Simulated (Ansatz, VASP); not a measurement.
## Pt in VASP and in Ansatz

The input INCAR:

```
  PREC = Accurate
  ENCUT = 520
  EDIFF = 1E-6
  ISMEAR = 0
  SIGMA = 0.15
  LREAL = False
  LASPH = True
  NELM = 100
  ALGO = Fast
  ISIF = 2
  LWAVE = False
  LCHARG = True
  GGA = PS
  LELF = True
  LVHAR = True
  NBANDS = 11
```

KPOINTS

```
Automatic mesh
0
Gamma
  22 22 22
```

The input POSCAR:

```
Pt
1.0
    0.0000000000      2.0434252976      2.0434252976
    2.0434252976      0.0000000000      2.0434252976
    2.0434252976      2.0434252976      0.0000000000
Pt
1
Direct
    0.0000000000      0.0000000000      0.0000000000
```

Input for Ansatz:

```yaml
crystal:
  lattice:
    - [0.0, 2.0434252976, 2.0434252976]
    - [2.0434252976, 0.0, 2.0434252976]
    - [2.0434252976, 2.0434252976, 0.0]
  atoms:
    - { symbol: Pt, position: [0.0, 0.0, 0.0] }
basis:
  ecutwfc: 420
kpoints:
  mp_grid: { grid: [22, 22, 22] }
hamiltonian:
  xc: pbesol
  pseudopotentials: { kind: paw, azcp: { folder: soft_1 } }
scf:
  occupations: { method: gaussian, width: 0.15 }
  lower_state_search: "off"
output:
  forces: true
  stress: true
  eigenvalues: true
```

Alike in both runs: task single point; functional PBEsol; k mesh 22 × 22 × 22; occupations gaussian, width 0.15 eV; no spin polarisation.

```csv
,VASP,Ansatz
version,VASP 6.6.1,Ansatz 0.2.0
potentials or method,"VASP PAW PBE potentials, release 64 (Pt), cutoff 520 eV","scalar-relativistic, plane waves, PAW"
valence electrons in the cell,10,18
```

```tsv
	VASP	Ansatz	Ansatz less VASP
gap on the k mesh at the Fermi level (eV)	none	none	-
pressure (GPa)	-26.0	-25.7	+0.27
```

VASP's potentials were made for PBE, not for PBEsol, and Ansatz warns of the same on its side. A gap of «none» marks a metal or a gap that the smearing closes. VASP's potentials hold 10 valence electrons a cell and Ansatz's 18, so a difference there can come from the potentials and not from the codes.

Neither program's run includes spin-orbit coupling.
